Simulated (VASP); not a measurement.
A run of VASP 6.6.1:

The input INCAR:

```
ALGO     = Normal         # electronic algorithm
EDIFF    = 1E-6           # SCF threshold, eV
ENCUT    = 520            # plane-wave cutoff, eV
GGA      = PE             # functional
ISIF     = 2              # what is computed and relaxed
ISMEAR   = -1             # smearing method
LASPH    = True           # aspherical terms in the spheres
LCHARG   = False          # write CHGCAR
LREAL    = False          # projectors in reciprocal space
LWAVE    = False          # write WAVECAR
NBANDS   = 16             # bands
NELM     = 100            # most SCF steps
PREC     = Accurate       # precision mode
SIGMA    = 0.1            # smearing width, eV
```

Contents of KPOINTS:

```
k-points
0
Gamma
  13 13 7
```

File POSCAR:

```
MgO
1.0
    3.0759532275      0.0000000000      0.0000000000
   -1.5379766137      2.6638536359      0.0000000000
    0.0000000000      0.0000000000      3.7338312557
Mg O
2 2
Direct
    0.3333333333      0.6666666667     -0.0620007622
    0.6666666667      0.3333333333      0.4379992378
    0.3333333333      0.6666666667      0.4380007622
    0.6666666667      0.3333333333      0.9380007622
```

Potentials or basis: VASP PAW PBE potentials, release 64 (Mg, O).

Run with:

```bash
$ cat potpaw_PBE.64/Mg/POTCAR potpaw_PBE.64/O/POTCAR > POTCAR
$ mpirun -np 1 vasp_std > vasp.out
```

Hardware: 1 thread of AMD EPYC 7R13 (shared host).

Estimate the wall time of this run.

It took 43 s on 1 thread of AMD EPYC 7R13, on a shared host, peak memory 0.14 GiB. Counts: scf iterations 12, k points 84.
